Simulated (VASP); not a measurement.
B, 4 atoms in the cell. It takes space group P6_3/mmc (No. 194, hexagonal). The conventional cell has a = 2.090 Å, b = 2.090 Å, c = 6.239 Å, α = 90.00°, β = 90.00°, γ = 120.00°. B (site symmetry -3m) has 12 B at 1.97 to 2.09 Å within 2.6 Å. B (site symmetry -6m2) has 12 B at 1.97 to 2.09 Å within 2.6 Å. This isn't the form of B at room conditions, which is rhombohedral.

| Property | Result |
| --- | --- |
| Program | VASP 6.6.1 |
| Task | relaxation of cell and atoms |
| Functional | r2SCAN |
| Potentials or basis | VASP PAW PBE potentials, release 64 (B) |
| Cutoff | 600 eV |
| k mesh | 24 × 24 × 8 |
| Occupations | gaussian, width 0.1 eV |
| Spin | no spin polarisation |
| Dipole correction | no |
| Further INCAR settings | ALGO = Normal; EDIFF = 1e-06; IBRION = 2; EDIFFG = -0.01; NSW = 100; ISIF = 3 |

Potentials or basis: VASP PAW PBE potentials, release 64 (B).

Run with:

```console
$ cat potpaw_PBE.64/B/POTCAR > POTCAR
$ cp INCAR.step1 INCAR
$ mpirun -np 1 vasp_std > vasp.out
$ cp INCAR.step2 INCAR
$ mpirun -np 1 vasp_std > vasp.out
```

Hardware: 1 thread of Intel(R) Xeon(R) 6975P-C (Granite Rapids), on a shared host.

Problem. Estimate the wall time of this run.

Solution. It took 21 min on 1 thread of Intel(R) Xeon(R) 6975P-C (Granite Rapids), with other jobs on the host, peak memory 0.21 GiB. Counts: k points 305, ion steps 17.
